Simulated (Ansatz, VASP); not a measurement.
**HF in VASP and in Ansatz**

```
F H
1.0
    11.00000    0.00000    0.00000
     0.00000   11.50000    0.00000
     0.00000    0.00000   12.00000
F H
1 1
Direct
  0.50000 0.50000 0.53883
  0.50000 0.50000 0.46117
```

Alike in both runs: functional PBE; k mesh 1 × 1 × 1; no spin polarisation.

Ansatz relaxed the structure, and its values are those at the end. VASP's run is a single point on that final structure, the one shown.

```csv
,VASP,Ansatz
version,VASP 6.6.1,Ansatz 0.2.0
potentials or method,"VASP PAW PBE potentials, release 64 (F_h, H_h)","scalar-relativistic, plane waves, PAW"
plane-wave cutoff (eV),910,420
occupations,"gaussian, width 0.01 eV",fixed
valence electrons in the cell,8,8
```

|  | VASP | Ansatz | Ansatz less VASP |
| --- | --- | --- | --- |
| gap on the k mesh at the Fermi level (eV) | 8.56 | 8.56 | -0.006 |
| rms of the force components (eV/Å) | 0.008 | 0.000 | -0.0074 |

Ansatz's warnings: xc potential rough in thin density.

Noted on VASP's run: the cutoff is short for stress, so the pressure is rough.
